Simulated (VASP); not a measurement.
## Ge: relaxation of cell and atoms with PBE

The system is Ge.

```
CELL_PARAMETERS angstrom
0.00000 2.82900 2.82900
2.82900 0.00000 2.82900
2.82900 2.82900 0.00000
ATOMIC_POSITIONS crystal
Ge 0.00000 0.00000 0.00000
Ge 0.25000 0.25000 0.25000
```

```yaml
Program: VASP 6.6.1
Task: relaxation of cell and atoms
Functional: PBE
Potentials_or_basis: VASP PAW PBE potentials, release 64 (Ge_d)
Cutoff: 600 eV
k_mesh: 8 × 8 × 8
Occupations: gaussian, width 0.05 eV
Spin: no spin polarisation
Dipole_correction: no
Further_INCAR_settings: ALGO = Normal; EDIFF = 1e-07; IBRION = 2; EDIFFG = -0.003; NSW = 80; ISIF = 3
```

- Relaxed volume: 23.88 Å³/atom
- Relaxed cell: a = 4.073 Å, b = 4.073 Å, c = 4.073 Å, α = 60.00°, β = 60.00°, γ = 60.00°
- Space group after relaxing (to 0.05 Å): Fd-3m (No. 227)
- Energy gained by relaxing: 13.5 meV/atom
- Ionic steps: 16
- Pressure after relaxing: 0.0 GPa
- Band gap on the k mesh: zero (filled and empty bands touch)

The path:
| step | energy change (eV) | largest force (eV/Å) | pressure (GPa) | volume (Å³) |
| --- | --- | --- | --- | --- |
| 1 | 0.0000 | 0.0000 | 3.53 | 45.28 |
| 2 | -0.0244 | 0.0000 | -0.96 | 48.63 |
| 3 | -0.0269 | 0.0000 | -0.03 | 47.82 |
| 4 | -0.0269 | 0.0000 | 0.03 | 47.77 |
| 5 | -0.0269 | 0.0000 | 0.05 | 47.77 |
| 6 | -0.0269 | 0.0000 | 0.06 | 47.77 |
| 7 | -0.0269 | 0.0000 | 0.03 | 47.77 |
| 8 | -0.0269 | 0.0000 | 0.04 | 47.77 |
| 9 | -0.0269 | 0.0000 | 0.04 | 47.77 |
| 10 | -0.0269 | 0.0000 | 0.04 | 47.77 |
| 11 | -0.0269 | 0.0000 | 0.04 | 47.77 |
| 12 | -0.0269 | 0.0000 | 0.04 | 47.77 |
| 13 | -0.0269 | 0.0000 | 0.04 | 47.77 |
| 14 | -0.0269 | 0.0000 | 0.04 | 47.77 |
| 15 | -0.0269 | 0.0000 | 0.05 | 47.77 |
| 16 | -0.0269 | 0.0000 | 0.00 | 47.77 |

Final structure:
```yaml
crystal:
  lattice:
    - [0.00000, 2.87987, 2.87987]
    - [2.87987, 0.00000, 2.87987]
    - [2.87987, 2.87987, 0.00000]
  atoms:
    - { symbol: Ge, position: [0.00000, 0.00000, 0.00000] }
    - { symbol: Ge, position: [0.25000, 0.25000, 0.25000] }
```

Levels at points of the mesh, in eV from the Fermi level:
```
           k point  band 11  band 12  band 13  band 14  band 15  band 16  band 17  band 18
(0.00, 0.00, 0.00)   -12.37    -0.44     0.01     0.01     0.01     2.53     2.53     2.53
(0.50, 0.00, 0.00)   -10.41    -7.36    -1.32    -1.32     0.03     3.72     3.72     7.11
(0.50, 0.50, 0.00)    -8.68    -8.68    -2.89    -2.89     0.82     0.82     9.08     9.08
```

Wall time 76 s on 1 thread of Intel(R) Xeon(R) Platinum 8559C (Emerald Rapids), with other jobs on the host, peak memory 0.18 GiB.
